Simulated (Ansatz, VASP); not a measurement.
**One calculation of AlNi, two programs**

```xyz
2
Lattice="2.8574 0.0000 0.0000 0.0000 2.8574 0.0000 0.0000 0.0000 2.8574" Properties=species:S:1:pos:R:3 pbc="T T T"
Al    0.0000    0.0000    0.0000
Ni    1.4287    1.4287    1.4287
```

Alike in both runs: functional PBE; dispersion D3(BJ); k mesh 14 × 14 × 14; occupations gaussian, width 0.1 eV; no spin polarisation.

Ansatz relaxed the structure, and its values are those at the end. VASP's run is a single point on that final structure, the one shown.

|  | VASP | Ansatz |
| --- | --- | --- |
| version | VASP 6.6.1 | Ansatz 0.2.0 |
| potentials or method | VASP PAW PBE potentials, release 64 (Al, Ni), cutoff 520 eV | scalar-relativistic, plane waves, PAW |
| valence electrons in the cell | 13 | 21 |

```csv
,VASP,Ansatz,Ansatz less VASP
gap on the k mesh at the Fermi level (eV),none,none,-
pressure (GPa),-0.1,0.0,+0.07
```

A gap of «none» marks a metal or a gap that the smearing closes. VASP's potentials hold 13 valence electrons a cell and Ansatz's 21, so a difference there can come from the potentials and not from the codes.
